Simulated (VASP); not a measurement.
# La in VASP: further runs, part 2 of 2

VASP 6.6.1. Earlier steps stand in the parts before.

## (5) Relaxation of cell and atoms, PBE

Contents of INCAR:

```
SYSTEM = La
ALGO = Fast ; EDIFF = 1E-6
EDIFFG = -0.04 ; ENCUT = 600
GGA = PE ; IBRION = 2
ISIF = 3 ; ISMEAR = 0
LASPH = .TRUE. ; LCHARG = .FALSE.
LREAL = .FALSE. ; LWAVE = .FALSE.
NELM = 100 ; NSW = 90
PREC = Accurate ; SIGMA = 0.1
```

Contents of KPOINTS:

```
k-points
0
G
  6 6 6
  0 0 0
```

Contents of POSCAR:

```
La
1.0
    3.3248549887      0.0000000000      0.0000000000
    0.0000000000      3.3248549887      0.0000000000
    0.0000000000      0.0000000000      3.3248549887
La
1
Direct
    0.0000000000      0.0000000000      0.0000000000
```

Potentials or basis: VASP PAW PBE potentials, release 64 (La).

Command:

```console
$ cat potpaw_PBE.64/La/POTCAR > POTCAR
$ mpirun -np 1 vasp_std > vasp.out
```

OUTCAR:

```text
SYSTEM = La
   EDIFF = 1E-6
   EDIFFG = -0.04
   ENCUT = 600
   GGA = PE
   IBRION = 2
   ISIF = 3
   ISMEAR = 0
   LASPH = .TRUE.
   LREAL = .FALSE.
   NELM = 100
   NSW = 90
   PREC = Accurate

 ion  position               nearest neighbor table
   1  0.000  0.000  0.000-

  LATTYP: Found a simple cubic cell.
 ALAT       =     3.3248549887

  Lattice vectors:

 A1 = (   3.3248549887,   0.0000000000,   0.0000000000)
 A2 = (   0.0000000000,   3.3248549887,   0.0000000000)
 A3 = (   0.0000000000,   0.0000000000,   3.3248549887)

Analysis of symmetry for initial positions (statically):
=====================================================================
 Subroutine PRICEL returns:
 Original cell was already a primitive cell.

 Routine SETGRP: Setting up the symmetry group for a
 simple cubic supercell.

 Subroutine GETGRP returns: Found 48 space group operations
 (whereof 48 operations were pure point group operations)
 out of a pool of 48 trial point group operations.

The static configuration has the point symmetry O_h .

Analysis of symmetry for dynamics (positions and initial velocities):
=====================================================================
 Subroutine PRICEL returns:
 Original cell was already a primitive cell.

 Routine SETGRP: Setting up the symmetry group for a
 simple cubic supercell.

 Subroutine GETGRP returns: Found 48 space group operations
 (whereof 48 operations were pure point group operations)
 out of a pool of 48 trial point group operations.

The dynamic configuration has the point symmetry O_h .

 Subroutine INISYM returns: Found 48 space group operations
 (whereof 48 operations are pure point group operations),
 and found     1 'primitive' translations

----------------------------------------------------------------------------------------

                                     Primitive cell

  volume of cell :      36.7551

  direct lattice vectors                    reciprocal lattice vectors
[... 105 lines left out ...]
   GGA     = PE    functional components
   LHFCALC =     F    Hartree Fock is set to
   AEXX    =    0.0000 exact exchange contribution
   IVDW    =     0    specifies the selected vdW correction
   LEPSILON=     F    determine dielectric tensor
   LRPA    =     F    only Hartree local field effects (RPA)
 conjugate gradient relaxation of ions
 non-spin polarized calculation
 RMM-DIIS sequential band-by-band and
 Gauss-broadening in eV      SIGMA  =   0.10
  energy-cutoff  :      600.00
  volume of cell :       36.76
 maximum number of plane-waves:      1253
 NGX is ok and might be reduce to    28
   NGX = 13   NGY = 13   NGZ = 13

 number of electron      10.9999998 magnetization

 Free energy of the ion-electron system (eV)
  ---------------------------------------------------
  ext. energy  EPLUGINS =         0.00000000
  ---------------------------------------------------
  free energy    TOTEN  =        -4.37378979 eV

  energy without entropy =       -4.35919368  energy(sigma->0) =       -4.36649174

 E-fermi :   7.7819     XC(G=0):  -9.5528

 val. band max:        7.7769797900   @ k =   0.3333   0.1667   0.0000
 cond. band min:       7.8359716631   @ k =   0.5000   0.3333   0.3333
 fundamental gap:      0.0589918732
 Fermi energy:         7.7818580294

 k-point     1 :       0.0000    0.0000    0.0000
  band No.  band energies     occupation
      1     -25.3183      2.00000
      2      -8.0388      2.00000
      3      -8.0388      2.00000
      4      -8.0388      2.00000
      5       4.9767      2.00000
      6       6.6872      2.00000
      7       6.6872      2.00000
      8       9.6801      0.00000
      9       9.7076      0.00000
[... 217 lines left out ...]
 k-point    20 :       0.5000    0.5000    0.5000
  band No.  band energies     occupation
      1     -24.6292      2.00000
      2      -9.3678      2.00000
      3      -9.3678      2.00000
      4      -9.3678      2.00000
      5       6.7206      2.00000
      6       6.7206      2.00000
      7       6.7206      2.00000
      8       8.9988      0.00000
      9       9.7762      0.00000

------------------------ aborting loop because EDIFF is reached ----------------------------------------

  FORCE on cell =-STRESS in cart. coord.  units (eV):
  Direction    XX          YY          ZZ          XY          YZ          ZX
  --------------------------------------------------------------------------------------
  -------------------------------------------------------------------------------------
  Total        0.0225110      0.0225110      0.0225110      0.0000000      0.0000000     -0.0000000
  in kB        0.9812650      0.9812650      0.9812650      0.0000000      0.0000000     -0.0000000
  external PRESSURE =       0.9812650 kB  Pullay stress =       0.0000000 kB

 VOLUME and BASIS-vectors are now :
 -----------------------------------------------------------------------------
  energy-cutoff  :      600.00
  volume of cell :       36.76
      direct lattice vectors                 reciprocal lattice vectors
     3.324854989  0.000000000  0.000000000     0.300764997  0.000000000  0.000000000
     0.000000000  3.324854989  0.000000000     0.000000000  0.300764997  0.000000000
     0.000000000  0.000000000  3.324854989     0.000000000  0.000000000  0.300764997

 POSITION                                       TOTAL-FORCE (eV/Angst)
 -----------------------------------------------------------------------------------
      0.00000      0.00000      0.00000         0.000000      0.000000      0.000000
 -----------------------------------------------------------------------------------
    total drift:                               -0.000000      0.000000     -0.000000

  FREE ENERGIE OF THE ION-ELECTRON SYSTEM (eV)
  ---------------------------------------------------
  free  energy   TOTEN  =        -4.3737897937 eV

  energy  without entropy=       -4.3591936798  energy(sigma->0) =       -4.36649174

 reached required accuracy - stopping structural energy minimisation
```

OSZICAR:

```text
N       E                     dE             d eps       ncg     rms          rms(c)
DAV:   1     0.109257070577E+03    0.10926E+03   -0.43748E+03   360   0.182E+03
DAV:   2     0.206399040483E+01   -0.10719E+03   -0.10608E+03   600   0.207E+02
DAV:   3    -0.386369545235E+01   -0.59277E+01   -0.57147E+01   478   0.828E+01
[... 15 lines left out ...]
RMM:  19    -0.437378454073E+01   -0.29431E-05   -0.27484E-05   343   0.627E-02    0.354E-03
RMM:  20    -0.437378690973E+01   -0.23690E-05   -0.24632E-05   327   0.550E-02    0.232E-03
RMM:  21    -0.437378824156E+01   -0.13318E-05   -0.14865E-05   309   0.518E-02    0.289E-03
RMM:  22    -0.437378934222E+01   -0.11007E-05   -0.12753E-05   301   0.427E-02    0.232E-03
RMM:  23    -0.437378979367E+01   -0.45145E-06   -0.77943E-06   294   0.376E-02
   1 F= -.43737898E+01 E0= -.43664917E+01  d E =-.437379E+01
```

Wall time 26 s (1 thread of Intel Xeon Platinum 8488C (Sapphire Rapids), shared host); peak memory 0.16 GiB.

What came out:

```
Free energy             : -4.3738 eV
Pressure after relaxing : 0.1 GPa
```

Final structure:
```xyz
1
Lattice="3.3249 0.0000 0.0000 0.0000 3.3249 0.0000 0.0000 0.0000 3.3249" Properties=species:S:1:pos:R:3 pbc="T T T"
La    0.0000    0.0000    0.0000
```

Caveat: the relaxation stopped at its first step, so nothing moved; spin-orbit coupling is left out, which moves the levels of the heavy elements.

## (6) Relaxation of cell and atoms, PBE

This run uses another cell than the first one, of 67.18 Å³/atom, 1.828 times its volume.

Contents of INCAR:

```
SYSTEM = La
PREC = Accurate ; ENCUT = 600
EDIFF = 1E-6 ; ISMEAR = 0
SIGMA = 0.1 ; LREAL = .False.
LASPH = .True. ; NELM = 100
ALGO = Normal ; ISIF = 3
LWAVE = .False. ; LCHARG = .False.
GGA = PE ; IBRION = 2
NSW = 90 ; EDIFFG = -0.04
```

Contents of KPOINTS:

```
Automatic mesh
0
Gamma
  4 4 4
  0 0 0
```

Contents of POSCAR:

```
La
1.0
    4.0677795400      0.0000000000      0.0000000000
    0.0000000000      4.0677795400      0.0000000000
    0.0000000000      0.0000000000      4.0602067100
La
1
Direct
    0.0000000000      0.0000000000      0.5000000000
```

Potentials or basis: VASP PAW PBE potentials, release 64 (La).

Command:

```console
$ cat potpaw_PBE.64/La/POTCAR > POTCAR
$ mpirun -np 1 vasp_std > vasp.out
```

It took 52 s on 1 thread of Intel Xeon Platinum 8488C (Sapphire Rapids), shared host; peak memory 0.2 GiB.

Results (log left out):

| Quantity | Value |
| --- | --- |
| Free energy | -4.4344 eV |
| Relaxed volume | 37.58 Å³/atom |
| Relaxed cell | a = 3.352 Å, b = 3.352 Å, c = 3.343 Å, α = 90.00°, β = 90.00°, γ = 90.00° |
| Space group after relaxing (to 0.05 Å) | Pm-3m (No. 221) |
| Energy gained by relaxing | 751.9 meV/atom |
| Ionic steps | 4 |
| Pressure after relaxing | -0.1 GPa |

Stress tensor (GPa, compression positive):
```
-0.04  0.00  0.00
 0.00 -0.04  0.00
 0.00  0.00 -0.15
```

Step by step:
```tsv
step	energy change (eV)	largest force (eV/Å)	pressure (GPa)	volume (Å³)
1	0.0000	0.0000	-5.42	67.18
2	-0.6202	0.0000	-3.84	47.41
3	-0.7403	0.0000	-1.34	40.35
4	-0.7519	0.0000	-0.08	37.58
```

Final structure:
```cif
data_structure
_symmetry_space_group_name_H-M 'P 1'
_symmetry_Int_Tables_number 1
_cell_length_a 3.3524
_cell_length_b 3.3524
_cell_length_c 3.3434
_cell_angle_alpha 90.000
_cell_angle_beta 90.000
_cell_angle_gamma 90.000
_cell_volume 37.58
loop_
_atom_site_label
_atom_site_type_symbol
_atom_site_fract_x
_atom_site_fract_y
_atom_site_fract_z
_atom_site_occupancy
La1 La 0.00000 0.00000 0.50000 1
```

Levels at points of the mesh, in eV from the Fermi level:
```tsv
k point	band 4	band 5	band 6	band 7	band 8	band 9
(0.00, 0.00, 0.00)	-15.85	-2.85	-1.05	-1.05	1.84	1.84
(0.50, 0.00, 0.00)	-15.66	-0.67	-0.25	0.90	1.38	1.96
(0.50, 0.50, 0.00)	-15.49	-2.33	0.54	1.43	1.43	1.95
(0.00, 0.00, 0.50)	-15.68	-0.66	-0.23	0.90	1.38	1.96
(0.50, 0.00, 0.50)	-15.51	-2.33	0.56	1.43	1.43	1.94
(0.50, 0.50, 0.50)	-17.12	-1.02	-1.02	-1.00	1.18	1.91
```

Caveat: the k points lie up to 0.47 Å⁻¹ apart in the final cell; the volume moved by over 15 % at a fixed basis, so the end points are rough; spin-orbit coupling is left out, which moves the levels of the heavy elements.

## (7) Summary

| task | cell | k mesh | cutoff (eV) | gap on the mesh (eV) | pressure (GPa) |
| --- | --- | --- | --- | --- | --- |
| single point | a = 3.325, b = 3.325, c = 3.326 Å, 1 atom | 4 × 4 × 4 | 520 | none | 0.2 |
| single point | a = 3.325 Å, 1 atom | 6 × 6 × 6 | 520 | none | 0.1 |
| single point | a = 4.068, b = 4.068, c = 4.060 Å, 1 atom | 4 × 4 × 4 | 520 | none | -5.4 |
| relaxation of cell and atoms | relaxed from a = 3.325 Å, 1 atom | 6 × 6 × 6 | 600 | none | 0.1 |
| relaxation of cell and atoms | relaxed from a = 4.068, b = 4.068, c = 4.060 Å, 1 atom | 4 × 4 × 4 | 600 | none | -0.1 |

Alike in all rows: level PBE; potentials or basis VASP PAW PBE potentials, release 64 (La); no spin polarisation; smearing gaussian 0.1 eV.

Caveats: some runs use coarse meshes; spin-orbit coupling is left out, which moves the levels of the heavy elements; the relaxation stopped at its first step, so nothing moved (some runs); the volume moved by over 15 % at a fixed basis, so the end points are rough (some runs).

Total energies depend on the potentials used, so only differences within one code and one set of settings carry meaning.
